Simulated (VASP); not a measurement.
TiHg, 2 atoms in the cell. Symmetry: P4/mmm, No. 123, tetragonal system. The conventional cell has a = 2.929 Å, b = 2.929 Å, c = 4.026 Å, α = 90.00°, β = 90.00°, γ = 90.00°. Within 3.8 Å of Ti (site symmetry 4/mmm) lie 8 Hg at 2.89 Å and 4 Ti at 2.93 Å. Hg (site symmetry 4/mmm) has 8 Ti at 2.89 Å and 4 Hg at 2.93 Å within 3.8 Å. 

```yaml
Program: VASP 6.6.1
Task: single point
Functional: LDA
Potentials_or_basis: VASP PAW LDA potentials, release 64 (Ti_sv, Hg_sv_GW)
Cutoff: 500 eV
k_mesh: 14 × 14 × 10
Occupations: gaussian, width 0.1 eV
Spin: no spin polarisation
Dipole_correction: no
Second_run: valence_matched
Further_INCAR_settings: ALGO = Normal; EDIFF = 1e-06; NBANDS = 23
```

Potentials or basis: VASP PAW LDA potentials, release 64 (Ti_sv, Hg_sv_GW).

Launch:

```sh
$ cat potpaw_LDA.64/Ti_sv/POTCAR potpaw_LDA.64/Hg_sv_GW/POTCAR > POTCAR
$ mpirun -np 1 vasp_std > vasp.out
```

Hardware: 1 thread of Intel(R) Xeon(R) Platinum 8375C CPU @ 2.90GHz (Ice Lake) (shared host).

Question: Estimate the wall time of this run.

Answer: It took 2.2 min on 1 thread of Intel(R) Xeon(R) Platinum 8375C CPU @ 2.90GHz (Ice Lake), with other jobs on the host, peak memory 0.3 GiB. Counts: scf iterations 13, k points 216.
